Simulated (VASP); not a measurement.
# Al2O3 (R-3c) in VASP: notebook, part 2 of 2

VASP 6.6.1. The steps go on from the part before.

### 4 Single point, PBE

Input file INCAR:

```
SYSTEM = Al2O3
ALGO = Normal ; EDIFF = 1E-7
ENCUT = 520 ; GGA = PE
ISIF = 2 ; ISMEAR = 0
LASPH = .True. ; LCHARG = .False.
LREAL = .False. ; LWAVE = .False.
NBANDS = 35 ; NELM = 80
PREC = Accurate ; SIGMA = 0.05
```

Input file KPOINTS:

```
k-points
0
Gamma
  6 6 6
  0 0 0
```

Input file POSCAR:

```
Al2O3
1.0
    2.2623442438      1.3061650581      4.9389991301
   -2.2623442438      1.3061650581      4.9389991301
    0.0000000000     -2.6123301163      4.9389991301
Al O
4 6
Direct
    0.8483187546      0.8483187546      0.8483187546
    0.6516812454      0.6516812454      0.6516812454
    0.1516812454      0.1516812454      0.1516812454
    0.3483187546      0.3483187546      0.3483187546
    0.0561574040      0.4438425960      0.7500000000
    0.7500000000      0.0561574040      0.4438425960
    0.4438425960      0.7500000000      0.0561574040
    0.9438425960      0.5561574040      0.2500000000
    0.2500000000      0.9438425960      0.5561574040
    0.5561574040      0.2500000000      0.9438425960
```

Potentials or basis: VASP PAW PBE potentials, release 64 (Al, O).

Started as:

```console
$ cat potpaw_PBE.64/Al/POTCAR potpaw_PBE.64/O/POTCAR > POTCAR
$ mpirun -np 1 vasp_std > vasp.out
```

OUTCAR:

```text
SYSTEM = Al2O3
   EDIFF = 1E-7
   ENCUT = 520
   GGA = PE
   ISIF = 2
   ISMEAR = 0
   LASPH = .True.
   LREAL = .False.
   NELM = 80
   PREC = Accurate

 ion  position               nearest neighbor table
   1  0.848  0.848  0.848-   9 1.87   8 1.87  10 1.87   7 2.01   6 2.01   5 2.01   3 2.65   3 2.65
                             3 2.65   2 2.91   2 3.31   2 3.31   2 3.31
   2  0.652  0.652  0.652-  10 1.87   8 1.87   9 1.87   6 2.01   7 2.01   5 2.01   4 2.65   4 2.65
                             4 2.65   1 2.91   1 3.31   1 3.31   1 3.31
   3  0.152  0.152  0.152-   6 1.87   5 1.87   7 1.87  10 2.01   9 2.01   8 2.01   1 2.65   1 2.65
[... 1142 lines left out ...]
  external PRESSURE =      27.8090782 kB  Pullay stress =       0.0000000 kB

 VOLUME and BASIS-vectors are now :
 -----------------------------------------------------------------------------
  energy-cutoff  :      520.00
  volume of cell :       87.57
      direct lattice vectors                 reciprocal lattice vectors
     2.262344244  1.306165058  4.938999130     0.221009690  0.127600004  0.067490057
    -2.262344244  1.306165058  4.938999130    -0.221009690  0.127600004  0.067490057
     0.000000000 -2.612330116  4.938999130     0.000000000 -0.255200008  0.067490057

 POSITION                                       TOTAL-FORCE (eV/Angst)
 -----------------------------------------------------------------------------------
      0.00000     -0.00000     12.56954         0.000000     -0.000000      0.120796
      0.00000     -0.00000      9.65596         0.000000      0.000000     -0.120796
      0.00000     -0.00000      2.24746         0.000000      0.000000     -0.120796
      0.00000     -0.00000      5.16104         0.000000     -0.000000      0.120796
     -0.87708     -1.30617      6.17375         0.698609     -0.000000      0.000000
      1.56971     -0.10649      6.17375        -0.349304      0.605013      0.000000
     -0.69263      1.41265      6.17375        -0.349304     -0.605013      0.000000
      0.87708      1.30617      8.64325        -0.698609     -0.000000      0.000000
     -1.56971      0.10649      8.64325         0.349304     -0.605013      0.000000
      0.69263     -1.41265      8.64325         0.349304      0.605013      0.000000
 -----------------------------------------------------------------------------------
    total drift:                               -0.000000      0.000000     -0.000000

  FREE ENERGIE OF THE ION-ELECTRON SYSTEM (eV)
  ---------------------------------------------------
  free  energy   TOTEN  =       -72.3394753900 eV

  energy  without entropy=      -72.3394753900  energy(sigma->0) =      -72.33947539
```

OSZICAR:

```text
N       E                     dE             d eps       ncg     rms          rms(c)
DAV:   1     0.226149191580E+03    0.22615E+03   -0.25135E+04  2240   0.130E+03
DAV:   2    -0.672153751788E+02   -0.29336E+03   -0.28038E+03  2874   0.283E+02
DAV:   3    -0.804939238243E+02   -0.13279E+02   -0.13219E+02  2881   0.614E+01
DAV:   4    -0.806012419539E+02   -0.10732E+00   -0.10724E+00  2784   0.635E+00
DAV:   5    -0.806026697712E+02   -0.14278E-02   -0.14275E-02  2856   0.720E-01    0.175E+01
DAV:   6    -0.723069785999E+02    0.82957E+01   -0.28872E+01  2722   0.286E+01    0.592E+00
DAV:   7    -0.723318289178E+02   -0.24850E-01   -0.86338E-01  2680   0.457E+00    0.330E+00
DAV:   8    -0.723352907979E+02   -0.34619E-02   -0.90539E-02  2792   0.226E+00    0.700E-01
DAV:   9    -0.723388051142E+02   -0.35143E-02   -0.18955E-02  2896   0.759E-01    0.308E-01
DAV:  10    -0.723395543107E+02   -0.74920E-03   -0.12524E-03  2509   0.204E-01    0.766E-02
DAV:  11    -0.723394718220E+02    0.82489E-04   -0.42056E-04  2912   0.115E-01    0.210E-02
DAV:  12    -0.723394755676E+02   -0.37456E-05   -0.17496E-05  2570   0.248E-02    0.428E-03
DAV:  13    -0.723394753854E+02    0.18226E-06   -0.24377E-06  2904   0.841E-03    0.151E-03
DAV:  14    -0.723394753900E+02   -0.46252E-08   -0.12602E-07  1960   0.217E-03
   1 F= -.72339475E+02 E0= -.72339475E+02  d E =-.518004E-17
```

Wall time 72 s (1 thread of AMD EPYC 9R45 (Zen 5), shared host); peak memory 0.24 GiB.

Results:

```
Free energy            : -72.3395 eV
Pressure               : 2.8 GPa
Largest force          : 0.699 eV/Å
Band gap on the k mesh : 4.31 eV
```

Forces on the atoms (eV/Å):
```
Al   0.000  0.000  0.121
Al   0.000  0.000 -0.121
Al   0.000  0.000 -0.121
Al   0.000  0.000  0.121
O    0.699  0.000  0.000
O   -0.349  0.605  0.000
O   -0.349 -0.605  0.000
O   -0.699  0.000  0.000
O    0.349 -0.605  0.000
O    0.349  0.605  0.000
```

Levels at points of the mesh, in eV from the valence-band top:
```
           k point  band 21  band 22  band 23  band 24  band 25  band 26  band 27  band 28
(0.00, 0.00, 0.00)    -0.40    -0.40     0.00     0.00     4.31     8.30     8.30     9.21
(0.50, 0.00, 0.00)    -1.18    -1.18    -0.86    -0.86     6.86     6.86     8.09     8.09
(0.50, 0.50, 0.00)    -1.33    -1.18    -1.01    -0.78     7.12     8.02     8.85     9.18
(0.50, 0.50, 0.50)    -0.21    -0.21    -0.21    -0.21     7.70     7.70     9.85     9.85
```

Caveat: the stress differs along the axes, from -49 to 29 GPa.

### 5 Single point, PBE

Input file INCAR:

```
PREC = Accurate ; ENCUT = 520
EDIFF = 1E-6 ; ISMEAR = 0
SIGMA = 0.05 ; LREAL = False
LASPH = True ; NELM = 80
ALGO = Normal ; ISIF = 2
LWAVE = False ; LCHARG = False
GGA = PE ; NBANDS = 35
```

Input file KPOINTS:

```
Automatic mesh
0
Gamma
  6 6 6
```

Edit POSCAR of step 4 so:

```diff
@@ -8,6 +8,6 @@
 Direct
-    0.8483187546      0.8483187546      0.8483187546
-    0.6516812454      0.6516812454      0.6516812454
-    0.1516812454      0.1516812454      0.1516812454
-    0.3483187546      0.3483187546      0.3483187546
+    0.8559399590      0.8559399590      0.8559399590
+    0.6440600410      0.6440600410      0.6440600410
+    0.1440600410      0.1440600410      0.1440600410
+    0.3559399590      0.3559399590      0.3559399590
     0.0561574040      0.4438425960      0.7500000000
```

Started as:

```console
$ cat potpaw_PBE.64/Al/POTCAR potpaw_PBE.64/O/POTCAR > POTCAR
$ mpirun -np 1 vasp_std > vasp.out
```

It took 66 s on 1 thread of AMD EPYC 9R45 (Zen 5), shared host; peak memory 0.25 GiB.

The run converged. Its results:

| Quantity | Value |
| --- | --- |
| Free energy | -72.1338 eV |
| Pressure | 6.9 GPa |
| Largest force | 1.015 eV/Å |
| Band gap on the k mesh | 4.34 eV |

Forces in eV/Å, atoms in the order of the input:
```
Al   0.000  0.000 -1.015
Al   0.000  0.000  1.015
Al   0.000  0.000  1.015
Al   0.000  0.000 -1.015
O    0.347  0.000  0.000
O   -0.174  0.301  0.000
O   -0.174 -0.301  0.000
O   -0.347  0.000  0.000
O    0.174 -0.301  0.000
O    0.174  0.301  0.000
```

Stress tensor (GPa, compression positive):
```
 32.45   0.00   0.00
  0.00  32.45   0.00
  0.00   0.00 -44.20
```

Levels at points of the mesh, in eV from the valence-band top:
```
           k point  band 21  band 22  band 23  band 24  band 25  band 26  band 27  band 28
(0.00, 0.00, 0.00)    -0.42    -0.42     0.00     0.00     4.34     8.55     8.55     8.83
(0.50, 0.00, 0.00)    -1.29    -1.29    -0.87    -0.87     6.97     6.97     8.01     8.01
(0.50, 0.50, 0.00)    -1.36    -1.30    -1.02    -0.88     7.31     7.91     8.82     9.09
(0.50, 0.50, 0.50)    -0.23    -0.23    -0.23    -0.23     7.72     7.72     9.41     9.41
```

Caveat: the stress differs along the axes, from -44 to 32 GPa; forces of over 1 eV/Å act on the atoms, so gaps and moduli don't describe the material at rest.

### 6 Overview

```csv
cell,gap on the mesh (eV),pressure (GPa),largest force (eV/Å)
"a = 5.587 Å, angles 47.8°, 10 atoms, atomic positions A",4.37,14.8,2.09
"a = 4.811 Å, angles 65.1°, 10 atoms, atomic positions B",3.42,-0.9,1.28
"a = 5.587 Å, angles 47.8°, 10 atoms, atomic positions C",4.31,2.8,0.70
"a = 5.587 Å, angles 47.8°, 10 atoms, atomic positions B",4.34,6.9,1.02
```

Alike in all rows: task single point; level PBE; potentials or basis VASP PAW PBE potentials, release 64 (Al, O); no spin polarisation; k mesh 6 × 6 × 6; cutoff (eV) 520; smearing gaussian 0.05 eV.

Caveats: forces of over 1 eV/Å act on the atoms, so gaps and moduli don't describe the material at rest (at least some runs); the stress differs along the axes, from -35 to 40 GPa (at least some runs); the stress differs along the axes, from -25 to 48 GPa (at least some runs); the stress differs along the axes, from -49 to 29 GPa (at least some runs); the stress differs along the axes, from -44 to 32 GPa (at least some runs).

Absolute energies hang on the potentials; compare differences alone.
